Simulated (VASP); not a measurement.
# BiTe (Tsumoite) (P-3m1) in VASP: further runs

BiTe (Tsumoite) is run at these levels: PBE, PBEsol, LDA; tasks: single point.

All numbers are computed with VASP 6.6.1; they aren't measurements. Logs are shortened: lines on timing, memory, paths and dates and some standing lists are left out, and cuts for length are marked.

## Step 1: The cell of the first run

It takes space group P-3m1 (No. 164, trigonal). The conventional cell has a = 4.423 Å, b = 4.423 Å, c = 24.002 Å, α = 90.00°, β = 90.00°, γ = 120.00°. Bi (site symmetry 3m) has 3 Bi at 3.27 Å and 3 Te at 3.33 Å within 4.3 Å. Within 4.1 Å of Bi (site symmetry 3m) lie 6 Te at 3.14 to 3.16 Å. Within 4.0 Å of Bi (site symmetry 3m) lie 6 Te at 3.04 to 3.36 Å. Te (site symmetry 3m) has 6 Bi at 3.16 to 3.33 Å within 4.2 Å. Te (site symmetry 3m) has 6 Bi at 3.14 to 3.36 Å within 4.1 Å. Within 4.0 Å of Te (site symmetry 3m) lie 3 Bi at 3.04 Å and 3 Te at 3.68 Å.

## Step 2: Single point, PBE

INCAR reads:

```
SYSTEM = BiTe
PREC     = Accurate       ! precision mode
ENCUT    = 520            ! plane-wave cutoff, eV
EDIFF    = 1E-7           ! SCF threshold, eV
ISMEAR   = -1             ! smearing method
SIGMA    = 0.05           ! smearing width, eV
LREAL    = .False.        ! projectors in reciprocal space
LASPH    = .True.         ! aspherical terms in the spheres
NELM     = 80             ! most SCF steps
ALGO     = Normal         ! electronic algorithm
ISIF     = 2              ! what is computed and relaxed
LWAVE    = .False.        ! write WAVECAR
LCHARG   = .False.        ! write CHGCAR
GGA      = PE             ! functional
NBANDS   = 75             ! bands
```

KPOINTS reads:

```
regular mesh
0
Gamma
  7 7 2
  0 0 0
```

POSCAR reads:

```
BiTe
1.0
    4.4230000000      0.0000000000      0.0000000000
   -2.2115000000      3.8304303609      0.0000000000
    0.0000000000      0.0000000000     24.0020000000
Bi Te
6 6
Direct
    0.3333333333      0.6666666667      0.5425000000
    0.6666666667      0.3333333333      0.4575000000
    0.6666666667      0.3333333333      0.7092000000
    0.3333333333      0.6666666667      0.2908000000
    0.0000000000      0.0000000000      0.8758000000
    0.0000000000      0.0000000000      0.1242000000
    0.0000000000      0.0000000000      0.6313000000
    0.0000000000      0.0000000000      0.3687000000
    0.3333333333      0.6666666667      0.7851000000
    0.6666666667      0.3333333333      0.2149000000
    0.6666666667      0.3333333333      0.9448000000
    0.3333333333      0.6666666667      0.0552000000
```

Potentials or basis: VASP PAW PBE potentials, release 64 (Bi_d, Te).

Launch:

```sh
> cat potpaw_PBE.64/Bi_d/POTCAR potpaw_PBE.64/Te/POTCAR > POTCAR
> mpirun -np 1 vasp_std > vasp.out
```

OUTCAR:

```text
SYSTEM = BiTe
   PREC = Accurate
   ENCUT = 520
   EDIFF = 1E-7
   ISMEAR = -1
   LREAL = .False.
   LASPH = .True.
   NELM = 80
   ISIF = 2
   GGA = PE

 ion  position               nearest neighbor table
   1  0.333  0.667  0.542-   2 3.27   2 3.27   2 3.27   7 3.33   7 3.33   7 3.33
   2  0.667  0.333  0.458-   1 3.27   1 3.27   1 3.27   8 3.33   8 3.33   8 3.33
   3  0.667  0.333  0.709-   9 3.14   9 3.14   9 3.14   7 3.16   7 3.16   7 3.16
   4  0.333  0.667  0.291-  10 3.14  10 3.14  10 3.14   8 3.16   8 3.16   8 3.16
   5  0.000  0.000  0.876-  11 3.04  11 3.04  11 3.04   9 3.36   9 3.36   9 3.36
   6  0.000  0.000  0.124-  12 3.04  12 3.04  12 3.04  10 3.36  10 3.36  10 3.36
   7  0.000  0.000  0.631-   3 3.16   3 3.16   3 3.16   1 3.33   1 3.33   1 3.33
   8  0.000  0.000  0.369-   4 3.16   4 3.16   4 3.16   2 3.33   2 3.33   2 3.33
   9  0.333  0.667  0.785-   3 3.14   3 3.14   3 3.14   5 3.36   5 3.36   5 3.36
  10  0.667  0.333  0.215-   4 3.14   4 3.14   4 3.14   6 3.36   6 3.36   6 3.36
  11  0.667  0.333  0.945-   5 3.04   5 3.04   5 3.04  12 3.68  12 3.68  12 3.68
  12  0.333  0.667  0.055-   6 3.04   6 3.04   6 3.04  11 3.68  11 3.68  11 3.68

  LATTYP: Found a hexagonal cell.
 ALAT       =     4.4230000000
 C/A-ratio  =     5.4266335067

  Lattice vectors:

 A1 = (   4.4230000000,   0.0000000000,   0.0000000000)
 A2 = (  -2.2115000000,   3.8304303609,   0.0000000000)
 A3 = (   0.0000000000,   0.0000000000,  24.0020000000)

Analysis of symmetry for initial positions (statically):
=====================================================================
 Subroutine PRICEL returns:
 Original cell was already a primitive cell.

 Routine SETGRP: Setting up the symmetry group for a
 hexagonal supercell.

 Subroutine GETGRP returns: Found 12 space group operations
 (whereof 12 operations were pure point group operations)
 out of a pool of 24 trial point group operations.

The static configuration has the point symmetry D_3d.

Analysis of symmetry for dynamics (positions and initial velocities):
=====================================================================
 Subroutine PRICEL returns:
 Original cell was already a primitive cell.

 Routine SETGRP: Setting up the symmetry group for a
 hexagonal supercell.

 Subroutine GETGRP returns: Found 12 space group operations
 (whereof 12 operations were pure point group operations)
 out of a pool of 24 trial point group operations.

The dynamic configuration has the point symmetry D_3d.

 Subroutine INISYM returns: Found 12 space group operations
 (whereof 12 operations are pure point group operations),
 and found     1 'primitive' translations

----------------------------------------------------------------------------------------

                                     Primitive cell

  volume of cell :     406.6417

  direct lattice vectors                    reciprocal lattice vectors
     4.423000000  0.000000000  0.000000000     0.226090889  0.130533635  0.000000000
    -2.211500000  3.830430361  0.000000000     0.000000000  0.261067271  0.000000000
     0.000000000  0.000000000 24.002000000     0.000000000  0.000000000  0.041663195

  length of vectors
     4.423000000  4.423000000 24.002000000     0.261067271  0.261067271  0.041663195

  position of ions in fractional coordinates (direct lattice)
     0.333333333  0.666666667  0.542500000
     0.666666667  0.333333333  0.457500000
     0.666666667  0.333333333  0.709200000
     0.333333333  0.666666667  0.290800000
     0.000000000  0.000000000  0.875800000
     0.000000000  0.000000000  0.124200000
     0.000000000  0.000000000  0.631300000
     0.000000000  0.000000000  0.368700000
     0.333333333  0.666666667  0.785100000
     0.666666667  0.333333333  0.214900000
     0.666666667  0.333333333  0.944800000
     0.333333333  0.666666667  0.055200000

  ion indices of the primitive-cell ions
   primitive index   ion index
                 1           1
                 2           2
                 3           3
                 4           4
                 5           5
                 6           6
                 7           7
                 8           8
                 9           9
                10          10
                11          11
                12          12

----------------------------------------------------------------------------------------

 KPOINTS: regular mesh

Automatic generation of k-mesh.
 Grid dimensions read from file:
 generate k-points for:    7    7    2

 Generating k-lattice:

  Cartesian coordinates                     Fractional coordinates (reciprocal lattice)
     0.032298698  0.018647662  0.000000000     0.142857143 -0.000000000  0.000000000
     0.000000000  0.037295324  0.000000000     0.000000000  0.142857143  0.000000000
     0.000000000  0.000000000  0.020831597     0.000000000  0.000000000  0.500000000

  Length of vectors
     0.037295324  0.037295324  0.020831597

  Shift w.r.t. Gamma in fractional coordinates (k-lattice)
     0.000000000  0.000000000  0.000000000

 Subroutine IBZKPT returns following result:
 ===========================================

 Found     16 irreducible k-points:

 Following reciprocal coordinates:
            Coordinates               Weight
  0.000000  0.000000  0.000000      1.000000
  0.142857  0.000000  0.000000      6.000000
  0.285714 -0.000000  0.000000      6.000000
  0.428571 -0.000000  0.000000      6.000000
  0.142857  0.142857  0.000000      6.000000
  0.285714  0.142857  0.000000     12.000000
[... 8 lines left out ...]
  0.428571  0.142857  0.500000      6.000000
  0.285714  0.285714  0.500000      6.000000
   k-points           NKPTS =     16   k-points in BZ     NKDIM =     16   number of bands    NBANDS=     75
   number of dos      NEDOS =    301   number of ions     NIONS =     12
   total plane-waves  NPLWV = 233280
   dimension x,y,z NGX =    36 NGY =   36 NGZ =  180
   dimension x,y,z NGXF=    72 NGYF=   72 NGZF=  360
   ions per type =               6   6
   NGX,Y,Z   is equivalent  to a cutoff of  13.53, 13.53, 12.47 a.u.
   NGXF,Y,Z  is equivalent  to a cutoff of  27.06, 27.06, 24.93 a.u.
 SYSTEM =  BiTe
   PREC   = accura    normal or accurate (medium, high low for compatibility)
   ISTART =      0    job   : 0-new  1-cont  2-samecut
   ICHARG =      2    charge: 1-file 2-atom 10-const
   ISPIN  =      1    spin polarized calculation?
   LNONCOLLINEAR =      F non collinear calculations
   LSORBIT =      F    spin-orbit coupling
   LASPH  =      T    aspherical Exc in radial PAW
   ENCUT  =  520.0 eV  38.22 Ry    6.18 a.u.   8.22  8.22 44.63*2*pi/ulx,y,z
   NELM   =     80;   NELMIN=  2; NELMDL= -5     # of ELM steps
   EDIFF  = 0.1E-06   stopping-criterion for ELM
   LREAL  =      F    real-space projection
   EDIFFG = 0.1E-05   stopping-criterion for IOM
   NSW    =      0    number of steps for IOM
   IBRION =     -1    ionic relax: 0-MD 1-quasi-New 2-CG
   NFREE  =      0    steps in history (QN), initial steepest desc. (CG)
   ISIF   =      2    stress and relaxation
   ISYM   =      2    0-nonsym 1-usesym 2-fastsym
   POTIM  = 0.5000    time-step for ionic-motion
   TEBEG  =    0.0;   TEEND  =   0.0 temperature during run
   PSTRESS=    0.0 pullay stress
   NELECT =     126.0000    total number of electrons
   NUPDOWN=      -1.0000    fix difference up-down
   EMIN   =  10.00;   EMAX   =-10.00  energy-range for DOS
   EFERMI =   0.00;   METHOD = LEGACY
   ISMEAR =    -1;   SIGMA  =   0.05  broadening in eV -4-tet -1-fermi 0-gaus
   EFERMI_NEDOS =   21; number of points for ismear=-14 and -15
   IALGO  =     38    algorithm
   IMIX   =      4    mixing-type and parameters
     AMIX     =   0.40;   BMIX     =  1.00
     AMIX_MAG =   1.60;   BMIX_MAG =  1.00
  volume/ion in A,a.u.               =      33.89       228.68
  Fermi-wavevector in a.u.,A,eV,Ry     =   1.107799  2.093437 16.697328  1.227219
  Thomas-Fermi vector in A             =   2.244318
   LORBIT       =      0    0 simple, 1 ext, 2 COOP (PROOUT), +10 PAW based schemes
   GGA     = PE    functional components
   LHFCALC =     F    Hartree Fock is set to
   AEXX    =    0.0000 exact exchange contribution
   IVDW    =     0    specifies the selected vdW correction
   LEPSILON=     F    determine dielectric tensor
   LRPA    =     F    only Hartree local field effects (RPA)
 non-spin polarized calculation
  energy-cutoff  :      520.00
  volume of cell :      406.64
 maximum number of plane-waves:     10982
 NGX is ok and might be reduce to    36
   NGX = 17   NGY = 17   NGZ = 89

 number of electron     126.0000002 magnetization

 Free energy of the ion-electron system (eV)
  ---------------------------------------------------
  ext. energy  EPLUGINS =         0.00000000
  ---------------------------------------------------
  free energy    TOTEN  =       -43.94060857 eV

  energy without entropy =      -43.92908618  energy(sigma->0) =      -43.93484737

 E-fermi :   6.6024     XC(G=0):  -9.4062

 val. band max:        6.5555596480   @ k =   0.0000   0.0000   0.5000
 cond. band min:       6.6284541254   @ k =   0.0000   0.0000   0.0000
 fundamental gap:      0.0728944774
 Fermi energy:         6.6023711891

 k-point     1 :       0.0000    0.0000    0.0000
  band No.  band energies     occupation
      1     -17.0943      2.00000
      2     -17.0943      2.00000
      3     -17.0943      2.00000
      4     -17.0943      2.00000
      5     -17.0805      2.00000
      6     -17.0804      2.00000
[... 67 lines left out ...]
     74       8.0444      0.00000
     75       8.0704      0.00000
[... 1168 lines left out ...]
     74       9.9716      0.00000
     75      10.0171      0.00000

------------------------ aborting loop because EDIFF is reached ----------------------------------------

  FORCE on cell =-STRESS in cart. coord.  units (eV):
  Direction    XX          YY          ZZ          XY          YZ          ZX
  --------------------------------------------------------------------------------------
  -------------------------------------------------------------------------------------
  Total        4.9387573      4.9387573      3.0202114      0.0000000      0.0000000      0.0000000
  in kB       19.4588123     19.4588123     11.8996990      0.0000000      0.0000000      0.0000000
  external PRESSURE =      16.9391079 kB  Pullay stress =       0.0000000 kB

 VOLUME and BASIS-vectors are now :
 -----------------------------------------------------------------------------
  energy-cutoff  :      520.00
  volume of cell :      406.64
      direct lattice vectors                 reciprocal lattice vectors
     4.423000000  0.000000000  0.000000000     0.226090889  0.130533635  0.000000000
    -2.211500000  3.830430361  0.000000000     0.000000000  0.261067271  0.000000000
     0.000000000  0.000000000 24.002000000     0.000000000  0.000000000  0.041663195

 POSITION                                       TOTAL-FORCE (eV/Angst)
 -----------------------------------------------------------------------------------
     -0.00000      2.55362     13.02108         0.000000      0.000000     -1.386958
      2.21150      1.27681     10.98092        -0.000000     -0.000000      1.386958
      2.21150      1.27681     17.02222        -0.000000     -0.000000     -0.746695
     -0.00000      2.55362      6.97978        -0.000000      0.000000      0.746695
      0.00000      0.00000     21.02095         0.000000      0.000000     -0.513408
      0.00000      0.00000      2.98105        -0.000000      0.000000      0.513408
      0.00000      0.00000     15.15246        -0.000000     -0.000000      0.518561
      0.00000      0.00000      8.84954         0.000000      0.000000     -0.518561
     -0.00000      2.55362     18.84397         0.000000     -0.000000      0.755715
      2.21150      1.27681      5.15803        -0.000000      0.000000     -0.755715
      2.21150      1.27681     22.67709        -0.000000     -0.000000      0.243008
     -0.00000      2.55362      1.32491         0.000000      0.000000     -0.243008
 -----------------------------------------------------------------------------------
    total drift:                                0.000000      0.000000      0.000000

  FREE ENERGIE OF THE ION-ELECTRON SYSTEM (eV)
  ---------------------------------------------------
  free  energy   TOTEN  =       -43.9406085728 eV

  energy  without entropy=      -43.9290861762  energy(sigma->0) =      -43.93484737
```

Run time: 18 min. Hardware: 1 thread of Intel Xeon 6975P-C, shared host; peak memory 0.73 GiB.

Results:

* Free energy: -43.9406 eV
* Pressure: 1.7 GPa
* Largest force: 1.387 eV/Å
* Band gap on the k mesh: zero (filled and empty bands touch)

Forces on the atoms (eV/Å):
```
Bi   0.000  0.000 -1.387
Bi   0.000  0.000  1.387
Bi   0.000  0.000 -0.747
Bi   0.000  0.000  0.747
Bi   0.000  0.000 -0.513
Bi   0.000  0.000  0.513
Te   0.000  0.000  0.519
Te   0.000  0.000 -0.519
Te   0.000  0.000  0.756
Te   0.000  0.000 -0.756
Te   0.000  0.000  0.243
Te   0.000  0.000 -0.243
```

Caveat: spin-orbit coupling is left out, which moves the levels of the heavy elements; forces of over 1 eV/Å act on the atoms, so gaps and moduli don't describe the material at rest.

## Step 3: Single point, PBEsol

INCAR reads:

```
ALGO = Normal
EDIFF = 1E-6
ENCUT = 520
GGA = PS
ISIF = 2
ISMEAR = -1
LASPH = T
LCHARG = T
LELF = T
LREAL = F
LVHAR = T
LWAVE = F
NBANDS = 75
NELM = 80
PREC = Accurate
SIGMA = 0.05
```

KPOINTS reads:

```
k-points
0
Gamma
  7 7 2
```

POSCAR is that of step 2.

Potentials or basis: VASP PAW PBE potentials, release 64 (Bi_d, Te).

Launch:

```sh
> cat potpaw_PBE.64/Bi_d/POTCAR potpaw_PBE.64/Te/POTCAR > POTCAR
> mpirun -np 1 vasp_std > vasp.out
```

It took 13 min on 1 thread of AMD EPYC 9R45 (Zen 5), shared host; peak memory 0.69 GiB.

Results (log left out):

```yaml
Free_energy: -48.7316 eV
Pressure: -0.8 GPa
Largest_force: 1.366 eV/Å
Band_gap_on_the_k_mesh: zero (filled and empty bands touch)
```

Forces on the atoms (eV/Å):
```
Bi   0.000  0.000 -1.366
Bi   0.000  0.000  1.366
Bi   0.000  0.000 -0.721
Bi   0.000  0.000  0.721
Bi   0.000  0.000 -0.475
Bi   0.000  0.000  0.475
Te   0.000  0.000  0.525
Te   0.000  0.000 -0.525
Te   0.000  0.000  0.707
Te   0.000  0.000 -0.707
Te   0.000  0.000  0.163
Te   0.000  0.000 -0.163
```

Stress tensor (GPa, compression positive):
```
-0.50  0.00  0.00
 0.00 -0.50  0.00
 0.00  0.00 -1.34
```

Levels at points of the mesh, in eV from the Fermi level:
| k point | band 60 | band 61 | band 62 | band 63 | band 64 | band 65 | band 66 | band 67 |
| --- | --- | --- | --- | --- | --- | --- | --- | --- |
| (0.00, 0.00, 0.00) | -0.61 | -0.48 | -0.10 | -0.10 | 0.01 | 0.38 | 0.38 | 0.39 |
| (0.00, 0.00, 0.50) | -0.69 | -0.32 | -0.15 | -0.04 | -0.04 | 0.15 | 0.15 | 0.49 |

Caveat: the PAW data sets were made with another functional, which shifts forces and pressure a little; spin-orbit coupling is left out, which moves the levels of the heavy elements.

## Step 4: Single point, LDA

INCAR reads:

```
  PREC = Accurate
  ENCUT = 520
  EDIFF = 1E-6
  ISMEAR = -1
  SIGMA = 0.05
  LREAL = F
  LASPH = T
  NELM = 100
  ALGO = Normal
  ISIF = 2
  LWAVE = F
  LCHARG = T
  GGA = CA
  LELF = T
  LVHAR = T
  NBANDS = 75
```

KPOINTS reads:

```
regular mesh
0
Gamma
  7 7 2
```

POSCAR is that of step 3.

Potentials or basis: VASP PAW LDA potentials, release 64 (Bi_d, Te).

Launch:

```sh
> cat potpaw_LDA.64/Bi_d/POTCAR potpaw_LDA.64/Te/POTCAR > POTCAR
> mpirun -np 1 vasp_std > vasp.out
```

It took 10 min on 1 thread of AMD EPYC 9R45 (Zen 5), shared host; peak memory 0.58 GiB.

It converged, with:

| Item | Value |
| --- | --- |
| Free energy | -51.8075 eV |
| Pressure | -1.8 GPa |
| Largest force | 1.391 eV/Å |
| Band gap on the k mesh | zero (filled and empty bands touch) |

Forces on the atoms (eV/Å):
```
Bi   0.000  0.000 -1.391
Bi   0.000  0.000  1.391
Bi   0.000  0.000 -0.712
Bi   0.000  0.000  0.712
Bi   0.000  0.000 -0.430
Bi   0.000  0.000  0.430
Te   0.000  0.000  0.537
Te   0.000  0.000 -0.537
Te   0.000  0.000  0.678
Te   0.000  0.000 -0.678
Te   0.000  0.000  0.098
Te   0.000  0.000 -0.098
```

Stress tensor (GPa, compression positive):
```
-1.52  0.00  0.00
 0.00 -1.52  0.00
 0.00  0.00 -2.50
```

Levels at points of the mesh, in eV from the Fermi level:
```csv
k point,band 61,band 62,band 63,band 64,band 65,band 66
"(0.00, 0.00, 0.00)",-0.48,-0.11,-0.11,0.02,0.39,0.39
"(0.00, 0.00, 0.50)",-0.30,-0.15,-0.04,-0.04,0.15,0.15
```

Caveat: spin-orbit coupling is left out, which moves the levels of the heavy elements; forces of over 1 eV/Å act on the atoms, so gaps and moduli don't describe the material at rest.

## Step 5: Summary

| level | potentials or basis | gap on the mesh (eV) | pressure (GPa) | largest force (eV/Å) |
| --- | --- | --- | --- | --- |
| PBE | VASP PAW PBE potentials, release 64 (Bi_d, Te) | none | 1.7 | 1.39 |
| PBEsol | VASP PAW PBE potentials, release 64 (Bi_d, Te) | none | -0.8 | 1.37 |
| LDA | VASP PAW LDA potentials, release 64 (Bi_d, Te) | none | -1.8 | 1.39 |

Alike in all rows: task single point; no spin polarisation; cell as given; k mesh 7 × 7 × 2; cutoff (eV) 520; smearing fermi-dirac 0.05 eV.

Caveats: spin-orbit coupling is left out, which moves the levels of the heavy elements; forces of over 1 eV/Å act on the atoms, so gaps and moduli don't describe the material at rest (some runs); the PAW data sets were made with another functional, which shifts forces and pressure a little (some runs).

Absolute energies hang on the potentials; compare differences alone.
